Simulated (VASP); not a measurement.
# La (Pm-3m) in VASP: notebook, part 2 of 2

VASP 6.6.1. The steps go on from the part before.

### Step 4. Single point, LDA (34.30 Å³/atom)

This run uses another cell than the first one, of 34.30 Å³/atom.

Contents of INCAR:

```
SYSTEM = La
PREC = Accurate ; ENCUT = 520
EDIFF = 1E-6 ; ISMEAR = -1
SIGMA = 0.1 ; LREAL = .False.
LASPH = .True. ; NELM = 60
ALGO = Normal ; ISIF = 2
LWAVE = .False. ; LCHARG = .False.
GGA = CA ; NBANDS = 12
```

Contents of KPOINTS:

```
regular mesh
0
Gamma
  11 11 11
  0 0 0
```

Contents of POSCAR:

```
La
1.0
    3.2491755741      0.0000000000      0.0000000000
    0.0000000000      3.2491755741      0.0000000000
    0.0000000000      0.0000000000      3.2491755741
La
1
Direct
    0.0000000000      0.0000000000      0.0000000000
```

Potentials or basis: VASP PAW LDA potentials, release 64 (La).

Command:

```console
$ cat potpaw_LDA.64/La/POTCAR > POTCAR
$ mpirun -np 1 vasp_std > vasp.out
```

OUTCAR:

```text
SYSTEM = La
   PREC = Accurate
   ENCUT = 520
   EDIFF = 1E-6
   ISMEAR = -1
   LREAL = .False.
   LASPH = .True.
   NELM = 60
   ISIF = 2
   GGA = CA

 ion  position               nearest neighbor table
   1  0.000  0.000  0.000-

  LATTYP: Found a simple cubic cell.
 ALAT       =     3.2491755741

  Lattice vectors:

 A1 = (   3.2491755741,   0.0000000000,   0.0000000000)
 A2 = (   0.0000000000,   3.2491755741,   0.0000000000)
 A3 = (   0.0000000000,   0.0000000000,   3.2491755741)

Analysis of symmetry for initial positions (statically):
=====================================================================
 Subroutine PRICEL returns:
 Original cell was already a primitive cell.

 Routine SETGRP: Setting up the symmetry group for a
 simple cubic supercell.

 Subroutine GETGRP returns: Found 48 space group operations
 (whereof 48 operations were pure point group operations)
 out of a pool of 48 trial point group operations.

The static configuration has the point symmetry O_h .

Analysis of symmetry for dynamics (positions and initial velocities):
=====================================================================
 Subroutine PRICEL returns:
 Original cell was already a primitive cell.

 Routine SETGRP: Setting up the symmetry group for a
 simple cubic supercell.

 Subroutine GETGRP returns: Found 48 space group operations
 (whereof 48 operations were pure point group operations)
 out of a pool of 48 trial point group operations.

The dynamic configuration has the point symmetry O_h .

 Subroutine INISYM returns: Found 48 space group operations
 (whereof 48 operations are pure point group operations),
 and found     1 'primitive' translations

----------------------------------------------------------------------------------------

                                     Primitive cell

  volume of cell :      34.3020

  direct lattice vectors                    reciprocal lattice vectors
     3.249175574  0.000000000  0.000000000     0.307770380  0.000000000  0.000000000
     0.000000000  3.249175574  0.000000000     0.000000000  0.307770380  0.000000000
     0.000000000  0.000000000  3.249175574     0.000000000  0.000000000  0.307770380

  length of vectors
     3.249175574  3.249175574  3.249175574     0.307770380  0.307770380  0.307770380

  position of ions in fractional coordinates (direct lattice)
     0.000000000  0.000000000  0.000000000

  ion indices of the primitive-cell ions
   primitive index   ion index
                 1           1

----------------------------------------------------------------------------------------

 KPOINTS: regular mesh

Automatic generation of k-mesh.
 Grid dimensions read from file:
 generate k-points for:   11   11   11

 Generating k-lattice:

  Cartesian coordinates                     Fractional coordinates (reciprocal lattice)
     0.027979125  0.000000000  0.000000000     0.090909091  0.000000000  0.000000000
     0.000000000  0.027979125  0.000000000     0.000000000  0.090909091  0.000000000
     0.000000000  0.000000000  0.027979125     0.000000000  0.000000000  0.090909091

  Length of vectors
     0.027979125  0.027979125  0.027979125

  Shift w.r.t. Gamma in fractional coordinates (k-lattice)
     0.000000000  0.000000000  0.000000000

 Subroutine IBZKPT returns following result:
 ===========================================

 Found     56 irreducible k-points:

 Following reciprocal coordinates:
            Coordinates               Weight
  0.000000  0.000000  0.000000      1.000000
  0.090909  0.000000  0.000000      6.000000
  0.181818  0.000000  0.000000      6.000000
  0.272727  0.000000  0.000000      6.000000
  0.363636  0.000000  0.000000      6.000000
  0.454545  0.000000  0.000000      6.000000
[... 16 lines left out ...]
  0.181818  0.090909  0.090909     24.000000
  0.272727  0.090909  0.090909     24.000000
 [... further k-points ...]
   k-points           NKPTS =     56   k-points in BZ     NKDIM =     56   number of bands    NBANDS=     12
   number of dos      NEDOS =    301   number of ions     NIONS =      1
   total plane-waves  NPLWV =  13824
   dimension x,y,z NGX =    24 NGY =   24 NGZ =   24
   dimension x,y,z NGXF=    48 NGYF=   48 NGZF=   48
   ions per type =               1
   NGX,Y,Z   is equivalent  to a cutoff of  12.28, 12.28, 12.28 a.u.
   NGXF,Y,Z  is equivalent  to a cutoff of  24.56, 24.56, 24.56 a.u.
 SYSTEM =  La
   PREC   = accura    normal or accurate (medium, high low for compatibility)
   ISTART =      0    job   : 0-new  1-cont  2-samecut
   ICHARG =      2    charge: 1-file 2-atom 10-const
   ISPIN  =      1    spin polarized calculation?
   LNONCOLLINEAR =      F non collinear calculations
   LSORBIT =      F    spin-orbit coupling
   LASPH  =      T    aspherical Exc in radial PAW
   ENCUT  =  520.0 eV  38.22 Ry    6.18 a.u.   6.04  6.04  6.04*2*pi/ulx,y,z
   NELM   =     60;   NELMIN=  2; NELMDL= -5     # of ELM steps
   EDIFF  = 0.1E-05   stopping-criterion for ELM
   LREAL  =      F    real-space projection
   EDIFFG = 0.1E-04   stopping-criterion for IOM
   NSW    =      0    number of steps for IOM
   IBRION =     -1    ionic relax: 0-MD 1-quasi-New 2-CG
   NFREE  =      0    steps in history (QN), initial steepest desc. (CG)
   ISIF   =      2    stress and relaxation
   ISYM   =      2    0-nonsym 1-usesym 2-fastsym
   POTIM  = 0.5000    time-step for ionic-motion
   TEBEG  =    0.0;   TEEND  =   0.0 temperature during run
   PSTRESS=    0.0 pullay stress
   NELECT =      11.0000    total number of electrons
   NUPDOWN=      -1.0000    fix difference up-down
   EMIN   =  10.00;   EMAX   =-10.00  energy-range for DOS
   EFERMI =   0.00;   METHOD = LEGACY
   ISMEAR =    -1;   SIGMA  =   0.10  broadening in eV -4-tet -1-fermi 0-gaus
   EFERMI_NEDOS =   21; number of points for ismear=-14 and -15
   IALGO  =     38    algorithm
   IMIX   =      4    mixing-type and parameters
     AMIX     =   0.40;   BMIX     =  1.00
     AMIX_MAG =   1.60;   BMIX_MAG =  1.00
  volume/ion in A,a.u.               =      34.30       231.48
  Fermi-wavevector in a.u.,A,eV,Ry     =   1.120553  2.117539 17.084017  1.255640
  Thomas-Fermi vector in A             =   2.257201
   LORBIT       =      0    0 simple, 1 ext, 2 COOP (PROOUT), +10 PAW based schemes
   GGA     = CA    functional components
   LHFCALC =     F    Hartree Fock is set to
   AEXX    =    0.0000 exact exchange contribution
   IVDW    =     0    specifies the selected vdW correction
   LEPSILON=     F    determine dielectric tensor
   LRPA    =     F    only Hartree local field effects (RPA)
 non-spin polarized calculation
  energy-cutoff  :      520.00
  volume of cell :       34.30
 maximum number of plane-waves:       937
   NGX = 13   NGY = 13   NGZ = 13

 number of electron      11.0000001 magnetization

 Free energy of the ion-electron system (eV)
  ---------------------------------------------------
  ext. energy  EPLUGINS =         0.00000000
  ---------------------------------------------------
  free energy    TOTEN  =        -5.14939208 eV

  energy without entropy =       -5.08098371  energy(sigma->0) =       -5.11518790

 E-fermi :   8.2716     XC(G=0): -10.0273

 val. band max:        8.2453966497   @ k =   0.3636   0.3636   0.2727
 cond. band min:       8.2721795150   @ k =   0.2727   0.1818   0.0000
 fundamental gap:      0.0267828653
 Fermi energy:         8.2716411931

 k-point     1 :       0.0000    0.0000    0.0000
  band No.  band energies     occupation
      1     -24.6508      2.00000
      2      -7.1724      2.00000
      3      -7.1724      2.00000
      4      -7.1724      2.00000
      5       5.5114      2.00000
      6       7.0480      1.99999
      7       7.0480      1.99999
      8      10.1612      0.00000
      9      10.1612      0.00000
     10      10.1612      0.00000
     11      10.4108      0.00000
     12      10.4108      0.00000
[... 331 lines left out ...]
 k-point    24 :       0.2727    0.0909    0.0909
  band No.  band energies     occupation
      1     -24.4356      2.00000
      2      -8.5366      2.00000
      3      -7.2366      2.00000
      4      -7.2170      2.00000
      5       7.1090      1.99998
      6       7.9077      1.94882
      7       9.4149      0.00002
      8       9.8086      0.00000
      9       9.8367      0.00000
     10      10.1973      0.00000
     11      10.2891      0.00000
     12      10.5674      0.00000

 [... further k-points ...]

------------------------ aborting loop because EDIFF is reached ----------------------------------------

  FORCE on cell =-STRESS in cart. coord.  units (eV):
  Direction    XX          YY          ZZ          XY          YZ          ZX
  --------------------------------------------------------------------------------------
  -------------------------------------------------------------------------------------
  Total       -0.4586134     -0.4586134     -0.4586134      0.0000000      0.0000000     -0.0000000
  in kB      -21.4209053    -21.4209053    -21.4209053      0.0000000      0.0000000     -0.0000000
  external PRESSURE =     -21.4209053 kB  Pullay stress =       0.0000000 kB

 VOLUME and BASIS-vectors are now :
 -----------------------------------------------------------------------------
  energy-cutoff  :      520.00
  volume of cell :       34.30
      direct lattice vectors                 reciprocal lattice vectors
     3.249175574  0.000000000  0.000000000     0.307770380  0.000000000  0.000000000
     0.000000000  3.249175574  0.000000000     0.000000000  0.307770380  0.000000000
     0.000000000  0.000000000  3.249175574     0.000000000  0.000000000  0.307770380

 POSITION                                       TOTAL-FORCE (eV/Angst)
 -----------------------------------------------------------------------------------
      0.00000      0.00000      0.00000         0.000000      0.000000      0.000000
 -----------------------------------------------------------------------------------
    total drift:                                0.000000     -0.000000     -0.000000

  FREE ENERGIE OF THE ION-ELECTRON SYSTEM (eV)
  ---------------------------------------------------
  free  energy   TOTEN  =        -5.1493920782 eV

  energy  without entropy=       -5.0809837130  energy(sigma->0) =       -5.11518790
```

OSZICAR:

```text
N       E                     dE             d eps       ncg     rms          rms(c)
DAV:   1     0.955656173345E+02    0.95566E+02   -0.38474E+03  1368   0.119E+03
DAV:   2     0.117862580775E+01   -0.94387E+02   -0.90020E+02  1736   0.182E+02
DAV:   3    -0.484207222500E+01   -0.60207E+01   -0.57001E+01  1868   0.772E+01
DAV:   4    -0.518875165158E+01   -0.34668E+00   -0.33070E+00  2468   0.124E+01
DAV:   5    -0.520142698697E+01   -0.12675E-01   -0.12622E-01  2300   0.238E+00    0.276E+00
DAV:   6    -0.516854435544E+01    0.32883E-01   -0.93913E-03  2488   0.101E+00    0.169E+00
DAV:   7    -0.514936612598E+01    0.19178E-01   -0.54763E-03  2448   0.572E-01    0.520E-02
DAV:   8    -0.514937006218E+01   -0.39362E-05   -0.76117E-04  2504   0.252E-01    0.173E-02
DAV:   9    -0.514938306611E+01   -0.13004E-04   -0.22271E-05  2140   0.296E-02    0.156E-02
DAV:  10    -0.514939199943E+01   -0.89333E-05   -0.18182E-05  2180   0.338E-02    0.835E-04
DAV:  11    -0.514939207816E+01   -0.78731E-07   -0.14800E-06  2128   0.823E-03
   1 F= -.51493921E+01 E0= -.51151879E+01  d E =-.684084E-01
```

stdout:

```text
POSCAR found type information on POSCAR La
 POSCAR found :  1 types and       1 ions
 scaLAPACK will be used
 LDA part: xc-table for (Slater(with rela. corr.)+CA(PZ))
 , standard interpolation
 POSCAR, INCAR and KPOINTS ok, starting setup
 FFT: planning ... GRIDC
 FFT: planning ... GRID_SOFT
 FFT: planning ... GRID
 WAVECAR not read
 entering main loop
```

Run time: 27 s. Hardware: 1 thread of AMD EPYC 7R13, shared host; peak memory 0.12 GiB.

What came out:

```
Free energy            : -5.1494 eV
Pressure               : -2.1 GPa
Band gap on the k mesh : zero (an odd number of electrons rules out a gap without spin polarisation)
```

Caveat: spin-orbit coupling is left out, which moves the levels of the heavy elements.

### Step 5. Overview

| cell | gap on the mesh (eV) | pressure (GPa) |
| --- | --- | --- |
| a = 3.167 Å, 1 atom | none | -0.2 |
| a = 3.209 Å, 1 atom | none | -1.3 |
| a = 3.249 Å, 1 atom | none | -2.1 |

Alike in all rows: task single point; level LDA; potentials or basis VASP PAW LDA potentials, release 64 (La); no spin polarisation; k mesh 11 × 11 × 11; cutoff (eV) 520; smearing fermi-dirac 0.1 eV.

Caveats: spin-orbit coupling is left out, which moves the levels of the heavy elements.

Total energies depend on the potentials used, so only differences within one code and one set of settings carry meaning.
